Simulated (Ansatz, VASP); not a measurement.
## SnSe in VASP and in Ansatz

```xyz
2
Lattice="0.0000 2.8582 2.9466 3.0350 0.0000 2.9466 3.0350 2.8582 0.0000" Properties=species:S:1:pos:R:3 pbc="T T T"
Sn    0.0000    0.0000    0.0000
Se    3.0350    2.8582    2.9466
```

Change from the starting cell: strain +0.0300 x Voigt [1, -1, 0, 0, 0, 0], atoms carried along.

Alike in both runs: task single point; functional LDA; k mesh 8 × 8 × 8; occupations gaussian, width 0.05 eV; no spin polarisation.

```csv
,VASP,Ansatz
version,VASP 6.6.1,Ansatz 0.2.0
potentials or method,"VASP PAW LDA potentials, release 64 (Sn_d, Se), cutoff 520 eV","scalar-relativistic, plane waves, PAW"
valence electrons in the cell,20,30
```

|  | VASP | Ansatz | Ansatz less VASP |
| --- | --- | --- | --- |
| gap on the k mesh at the Fermi level (eV) | 0.63 | 0.64 | +0.006 |
| least direct gap on the mesh (eV) | 0.69 | 0.69 | +0.005 |
| pressure (GPa) | 0.6 | 0.5 | -0.14 |
| traceless stress, the component that is largest in VASP (GPa) | 4.65 | 4.61 | -0.036 |

LDA's correlation is that of Perdew and Zunger in VASP and of Perdew and Wang (1992) in Ansatz. VASP's potentials hold 20 valence electrons a cell and Ansatz's 30, so a difference there can come from the potentials and not from the codes.
